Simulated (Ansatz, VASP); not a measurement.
**Two plane-wave programs on Pt**

```
CELL_PARAMETERS angstrom
2.75431 0.00000 0.00000
0.00000 2.75431 0.00000
0.00000 0.00000 23.79040
ATOMIC_POSITIONS crystal
Pt 0.00000 0.00000 0.33893
Pt 0.50000 0.50000 0.41853
Pt 0.00000 0.00000 0.50000
Pt 0.50000 0.50000 0.58147
Pt 0.00000 0.00000 0.66107
```

Alike in both runs: functional LDA; k mesh 13 × 13 × 1; occupations fermi-dirac, width 0.1 eV; no spin polarisation.

Ansatz relaxed the structure, and its values are those at the end. VASP's run is a single point on that final structure, the one shown.

```csv
,VASP,Ansatz
version,VASP 6.6.1,Ansatz 0.2.0
potentials or method,"VASP PAW LDA potentials, release 64 (Pt)","PAW with Ansatz's default frozen-core files, scalar-relativistic"
plane-wave cutoff (eV),520,420
valence electrons in the cell,50,90
```

|  | VASP | Ansatz | Ansatz less VASP |
| --- | --- | --- | --- |
| rms of the force components (eV/Å) | 0.016 | 0.001 | -0.0153 |

LDA's correlation is that of Perdew and Zunger in VASP and of Perdew and Wang (1992) in Ansatz. VASP's potentials hold 50 valence electrons a cell and Ansatz's 90, so a difference there can come from the potentials and not from the codes. Ansatz's warnings: stress scf threshold loose.

Neither program's run includes spin-orbit coupling.
